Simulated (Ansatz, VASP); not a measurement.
# One calculation of Ge, two programs

POSCAR

```
Ge
1.0
    0.0000000000      2.7883629751      2.7883629751
    2.7883629751      0.0000000000      2.7883629751
    2.7883629751      2.7883629751      0.0000000000
Ge
2
Direct
    0.0000000000      0.0000000000      0.0000000000
    0.2500000000      0.2500000000      0.2500000000
```

File INCAR.step1:

```
PREC = Accurate ; ENCUT = 520
ISMEAR = 0 ; SIGMA = 0.01
LREAL = False ; LASPH = True
NELM = 60 ; NBANDS = 21
GGA = PE ; ALGO = Normal
EDIFF = 1E-4 ; LWAVE = True
LCHARG = False
```

Contents of INCAR.step2:

```
PREC = Accurate ; ENCUT = 520
EDIFF = 1E-6 ; ISMEAR = 0
SIGMA = 0.01 ; LREAL = False
LASPH = True ; NELM = 60
ALGO = Normal ; ISIF = 2
LWAVE = False ; LCHARG = True
METAGGA = R2SCAN ; LMIXTAU = True
LELF = True ; LVHAR = True
NBANDS = 21 ; ISTART = 1
```

The input KPOINTS:

```
Automatic mesh
0
Gamma
  8 8 8
```

Input for Ansatz:

```yaml
crystal:
  lattice:
    - [0.0, 2.7883629751, 2.7883629751]
    - [2.7883629751, 0.0, 2.7883629751]
    - [2.7883629751, 2.7883629751, 0.0]
  atoms:
    - { symbol: Ge, position: [0.0, 0.0, 0.0] }
    - { symbol: Ge, position: [0.25, 0.25, 0.25] }
kpoints:
  mp_grid: { grid: [8, 8, 8] }
  band_path:
    path:
      - [0.0, 0.0, 0.0]
      - [0.5, 0.0, 0.5]
      - [0.625, 0.25, 0.625]
      - [0.375, 0.375, 0.75]
      - [0.5, 0.5, 0.5]
      - [0.5, 0.25, 0.75]
    npoints: 1
hamiltonian:
  xc: r2scan
scf:
  occupations: { method: fixed }
  n_extra_bands: 4
output:
  forces: true
  stress: true
  eigenvalues: true
```

Change from the starting cell: hydrostatic strain -1.7%.

Alike in both runs: task single point; functional r2SCAN; k mesh 8 × 8 × 8; no spin polarisation.

```csv
,VASP,Ansatz
version,VASP 6.6.1,Ansatz 0.2.0
potentials or method,"VASP PAW PBE potentials, release 64 (Ge_d)","plane waves, PAW"
plane-wave cutoff (eV),520,500
occupations,"gaussian, width 0.01 eV",fixed
valence electrons in the cell,28,28
```

|  | VASP | Ansatz | Ansatz less VASP |
| --- | --- | --- | --- |
| gap on the k mesh at the Fermi level (eV) | 0.59 | 0.62 | +0.024 |
| pressure (GPa) | 4.3 | 4.2 | -0.09 |

VASP's potentials were made for PBE, not for r2SCAN.
